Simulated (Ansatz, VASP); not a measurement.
**MgO: VASP beside Ansatz**

Contents of INCAR:

```
PREC = Accurate
ENCUT = 520
EDIFF = 1E-7
ISMEAR = -1
SIGMA = 0.05
LREAL = False
LASPH = True
NELM = 80
ALGO = Normal
ISIF = 2
LWAVE = False
LCHARG = False
GGA = PE
NBANDS = 11
```

File KPOINTS:

```
Automatic mesh
0
Gamma
  11 11 11
```

File POSCAR:

```
MgO
1.0
    0.0000000000      2.1381295086      2.1381295086
    2.1381295086      0.0000000000      2.1381295086
    2.1381295086      2.1381295086      0.0000000000
Mg O
1 1
Direct
    0.0000000000      0.0000000000      0.0000000000
    0.5000000000      0.5000000000      0.5000000000
```

The input input.yaml:

```yaml
crystal:
  lattice:
    - [0.0, 2.1381295086, 2.1381295086]
    - [2.1381295086, 0.0, 2.1381295086]
    - [2.1381295086, 2.1381295086, 0.0]
  atoms:
    - { symbol: Mg, position: [0.0, 0.0, 0.0] }
    - { symbol: O, position: [0.5, 0.5, 0.5] }
kpoints:
  mp_grid: { grid: [11, 11, 11] }
scf:
  occupations: { method: fermi_dirac, width: 0.05 }
hamiltonian:
  xc: pbe
  pseudopotentials: { kind: all_electron, lapw: { basis_error: 0.0005 } }
output:
  forces: true
  stress: true
  eigenvalues: true
```

Change from the starting cell: volume scaled by 1.06.

Alike in both runs: task single point; functional PBE; k mesh 11 × 11 × 11; occupations fermi-dirac, width 0.05 eV; no spin polarisation.

```csv
,VASP,Ansatz
version,VASP 6.6.1,Ansatz 0.2.0
potentials or method,"VASP PAW PBE potentials, release 64 (Mg, O), cutoff 520 eV","all-electron LAPW, scalar-relativistic"
```

VASP gave:

| Property | Result |
| --- | --- |
| gap on the k mesh at the Fermi level (eV) | 4.30 |
| least direct gap on the mesh (eV) | 4.30 |
| pressure (GPa) | -3.0 |

Question: Which values does Ansatz return?

Answer: gap on the k mesh at the Fermi level (eV): 4.31; least direct gap on the mesh (eV): 4.31; pressure (GPa): -2.2.

Ansatz ran all-electron here, and VASP with PAW potentials.
